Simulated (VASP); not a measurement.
Set up this calculation in VASP 6.6.1, as the native input.

```
Task                   : single point
Functional             : PBEsol
Potentials or basis    : VASP PAW PBE potentials, release 64 (Mg, S)
Cutoff                 : 600 eV
k mesh                 : 6 × 4 × 6
Occupations            : gaussian, width 0.02 eV
Spin                   : no spin polarisation
Dipole correction      : no
Further INCAR settings : ALGO = Normal; EDIFF = 1e-06; NBANDS = 16
```

The structure of MgS lies in POSCAR:

```
MgS
1.0
    3.9962472056      0.0000000000      0.0000000000
    0.0000000000      5.6515469706      0.0000000000
    0.0000000000      0.0000000000      3.9962472056
Mg S
2 2
Direct
    0.0000000000      0.0000000000      0.0000000000
    0.5000000000      0.5000000000      0.5000000000
    0.5000000000      0.2500000000      0.0000000000
    0.0000000000      0.7500000000      0.5000000000
```

These files were run (other wordings do the same):

INCAR

```
  PREC = Accurate
  ENCUT = 600
  EDIFF = 1E-6
  ISMEAR = 0
  SIGMA = 0.02
  LREAL = False
  LASPH = True
  NELM = 120
  ALGO = Normal
  ISIF = 2
  LWAVE = False
  LCHARG = False
  GGA = PS
  NBANDS = 16
  GGA_COMPAT = False
```

KPOINTS

```
regular mesh
0
Gamma
  6 4 6
```

Potentials or basis: VASP PAW PBE potentials, release 64 (Mg, S).

Launch:

```sh
$ cat potpaw_PBE.64/Mg/POTCAR potpaw_PBE.64/S/POTCAR > POTCAR
$ mpirun -np 1 vasp_std > vasp.out
```

It gave:

```json
{
  "Pressure": "-0.1 GPa",
  "Band gap on the k mesh": "3.32 eV"
}
```

Caveat: the PAW data sets were made with another functional, which shifts forces and pressure a little.

Run time: 33 s on 1 thread of Intel(R) Xeon(R) Platinum 8375C CPU @ 2.90GHz (Ice Lake), on a shared host, peak memory 0.23 GiB.
